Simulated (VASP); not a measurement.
Write the native input for VASP 6.6.1 that does the following.

- Task: single point
- Functional: PBE
- Potentials or basis: VASP PAW PBE potentials, release 64 (Zn, O_h)
- Cutoff: 910 eV
- k mesh: 12 × 12 × 6
- Occupations: fermi-dirac, width 0.02 eV
- Spin: no spin polarisation
- Dipole correction: no
- Further INCAR settings: ALGO = Normal; EDIFF = 1e-06; NBANDS = 26

The structure of ZnO lies in POSCAR:

```
ZnO
1.0
    3.2709296136      0.0000000000      0.0000000000
   -1.6354648068      2.8327081393      0.0000000000
    0.0000000000      0.0000000000      5.1513321237
Zn O
2 2
Direct
    0.3333333333      0.6666666667     -0.0052082116
    0.6666666667      0.3333333333      0.4947917884
    0.3333333333      0.6666666667      0.3802082116
    0.6666666667      0.3333333333      0.8802082116
```

This cell differs from its parent crystal: epitaxial xy strain +1.1%.

One way to write it, as run:

INCAR

```
SYSTEM = ZnO
PREC = Accurate ; ENCUT = 910
EDIFF = 1E-6 ; ISMEAR = -1
SIGMA = 0.02 ; LREAL = .FALSE.
LASPH = .TRUE. ; NELM = 120
ALGO = Normal ; ISIF = 2
LWAVE = .FALSE. ; LCHARG = .FALSE.
GGA = PE ; NBANDS = 26
GGA_COMPAT = .FALSE.
```

KPOINTS

```
Automatic mesh
0
G
  12 12 6
  0 0 0
```

Potentials or basis: VASP PAW PBE potentials, release 64 (Zn, O_h).

The run is started by

```sh
$ cat potpaw_PBE.64/Zn/POTCAR potpaw_PBE.64/O_h/POTCAR > POTCAR
$ mpirun -np 1 vasp_std > vasp.out
```

Results of the run:

```
Pressure               : 5.2 GPa
Largest force          : 0.014 eV/Å
Band gap on the k mesh : 0.81 eV
```

Caveat: the cell differs from its parent crystal (epitaxial xy strain +1.1%); the cutoff is under 1.25 times the usual one of these potentials, so pressure, stress and relaxed cells hold a basis-set (Pulay) error; the cell stands under pressure.

It took 99 s on 1 thread of Intel(R) Xeon(R) 6975P-C (Granite Rapids), with other jobs on the host, peak memory 0.34 GiB.
